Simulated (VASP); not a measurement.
A run of VASP 6.6.1 is set up as follows.

INCAR

```
  PREC = Accurate
  ENCUT = 600
  EDIFF = 1E-7
  ISMEAR = 0
  SIGMA = 0.1
  LREAL = F
  LASPH = T
  NELM = 100
  ALGO = Normal
  ISIF = 3
  LWAVE = F
  LCHARG = F
  GGA = PE
  IBRION = 2
  NSW = 90
  EDIFFG = -0.04
```

Contents of KPOINTS:

```
regular mesh
0
Gamma
  6 6 6
```

Contents of POSCAR:

```
Li7Sb
1.0
    2.8546864200      1.6481539700      3.7510981600
   -2.8546864200      1.6481539700      3.7510981600
    0.0000000000     -3.2963079400      3.7510981600
Li Sb
7 1
Direct
    0.0000000000      0.0000000000      0.5000000000
    0.5000000000      0.0000000000      0.0000000000
    0.0000000000      0.5000000000      0.0000000000
    0.7864243700      0.7864243700      0.7864243700
    0.2135756300      0.2135756300      0.2135756300
    0.3842183600      0.3842183600      0.3842183600
    0.6157816400      0.6157816400      0.6157816400
    0.0000000000      0.0000000000      0.0000000000
```

Potentials or basis: VASP PAW PBE potentials, release 64 (Li_sv, Sb).

Run with:

```sh
$ cat potpaw_PBE.64/Li_sv/POTCAR potpaw_PBE.64/Sb/POTCAR > POTCAR
$ mpirun -np 1 vasp_std > vasp.out
```

(1) Estimate the band gap on the k mesh.

(2) Estimate the relaxed cell.

(3) Predict the space group after relaxing (to 0.1 Å).

(4) Predict the relaxed volume.

Answers

(1) zero (bands 13 and 14 overlap by 0.53 eV).

(2) a = 6.180 Å, b = 6.180 Å, c = 6.180 Å, α = 50.89°, β = 50.89°, γ = 50.89°.

(3) R-3m (No. 166).

(4) 16.38 Å³/atom.

Caveat: the cutoff is under 1.25 times the usual one of these potentials, so pressure, stress and relaxed cells hold a basis-set (Pulay) error; the volume moved by over 15 % at a fixed basis, so the end points are rough; spin-orbit coupling is left out, which moves the levels of the heavy elements.
